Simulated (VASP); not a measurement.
Crystal: CaMg3.

```
Ca Mg
1.0
     4.75395    0.00000    0.00000
     0.00000    4.75395    0.00000
     0.00000    0.00000    4.75395
Ca Mg
1 3
Direct
  0.00000 0.00000 0.00000
  0.50000 0.50000 0.00000
  0.50000 0.00000 0.50000
  0.00000 0.50000 0.50000
```

```yaml
Program: VASP 6.6.1
Task: relaxation of cell and atoms
Functional: LDA
Potentials_or_basis: VASP PAW LDA potentials, release 64 (Ca_sv, Mg)
Cutoff: 600 eV
k_mesh: 9 × 9 × 9
Occupations: gaussian, width 0.02 eV
Spin: no spin polarisation
```

At the start: pressure -2.0 GPa; volume 26.86 Å³/atom.

Task: How do energy, volume and symmetry change on relaxing?

Result: Over 3 steps the energy falls by 11.2 meV/atom and the volume is 25.15 Å³/atom (-6.4 %); space group Pm-3m (No. 221, to 0.05 Å).

The path:
| step | energy change (eV) | largest force (eV/Å) | pressure (GPa) | volume (Å³) |
| --- | --- | --- | --- | --- |
| 1 | 0.0000 | 0.0000 | -1.97 | 107.44 |
| 2 | -0.0413 | 0.0000 | -0.59 | 102.39 |
| 3 | -0.0448 | 0.0000 | -0.02 | 100.61 |

Final structure:
```cif
data_structure
_symmetry_space_group_name_H-M 'P 1'
_symmetry_Int_Tables_number 1
_cell_length_a 4.6509
_cell_length_b 4.6509
_cell_length_c 4.6509
_cell_angle_alpha 90.000
_cell_angle_beta 90.000
_cell_angle_gamma 90.000
_cell_volume 100.61
loop_
_atom_site_label
_atom_site_type_symbol
_atom_site_fract_x
_atom_site_fract_y
_atom_site_fract_z
_atom_site_occupancy
Ca1 Ca 0.00000 0.00000 0.00000 1
Mg1 Mg 0.50000 0.50000 0.00000 1
Mg2 Mg 0.50000 0.00000 0.50000 1
Mg3 Mg 0.00000 0.50000 0.50000 1
```
